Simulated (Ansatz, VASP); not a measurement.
## One calculation of Cu, two programs

POSCAR

```
Cu
1.0
   11.2734489871      0.0000000000      0.0000000000
    0.0000000000      2.1807964461      0.0000000000
   -4.4777351239      0.0000000000     21.1856174829
Cu
1
Direct
    0.5000000000      0.5000000000      0.5000000000
```

The input INCAR.step1:

```
SYSTEM = Cu
  PREC = Accurate
  ENCUT = 520
  ISMEAR = 1
  SIGMA = 0.1
  LREAL = .False.
  LASPH = .True.
  NELM = 80
  NBANDS = 12
  GGA = PE
  ALGO = Normal
  EDIFF = 1E-4
  LWAVE = .True.
  LCHARG = .False.
```

The input INCAR.step2:

```
SYSTEM = Cu
  PREC = Accurate
  ENCUT = 520
  EDIFF = 1E-6
  ISMEAR = 1
  SIGMA = 0.1
  LREAL = .False.
  LASPH = .True.
  NELM = 80
  ALGO = Normal
  ISIF = 2
  LWAVE = .False.
  LCHARG = .True.
  METAGGA = R2SCAN
  LMIXTAU = .True.
  LELF = .True.
  LVHAR = .True.
  NBANDS = 12
  ISTART = 1
```

Contents of KPOINTS:

```
Automatic mesh
0
Gamma
  3 13 2
  0 0 0
```

Input for Ansatz:

```yaml
crystal:
  lattice:
    - [11.273448987052763, 0.0, 0.0]
    - [0.0, 2.1807964461462417, 0.0]
    - [-4.477735123850813, 0.0, 21.185617482874203]
  atoms:
    - { symbol: Cu, position: [0.5, 0.5, 0.5] }
basis:
  ecutwfc: 500.0
kpoints:
  mp_grid:
    grid: [3, 13, 2]
hamiltonian:
  xc: r2scan
scf:
  occupations:
    method: cold
    width: 0.1
output:
  stress: true
```

Alike in both runs: task single point; functional r2SCAN; k mesh 3 × 13 × 2; no spin polarisation.

|  | VASP | Ansatz |
| --- | --- | --- |
| version | VASP 6.6.1 | Ansatz 0.2.0 |
| potentials or method | VASP PAW PBE potentials, release 64 (Cu), cutoff 520 eV | plane waves, PAW |
| occupations | methfessel-paxton of order 1, width 0.1 eV | cold, width 0.1 eV |
| valence electrons in the cell | 11 | 19 |

|  | VASP | Ansatz | Ansatz less VASP |
| --- | --- | --- | --- |
| pressure (GPa) | 0.1 | 0.1 | -0.01 |
| traceless stress, the component that is largest in VASP (GPa) | 0.26 | 0.24 | -0.023 |

VASP's potentials were made for PBE, not for r2SCAN. VASP's potentials hold 11 valence electrons a cell and Ansatz's 19, so a difference there can come from the potentials and not from the codes.
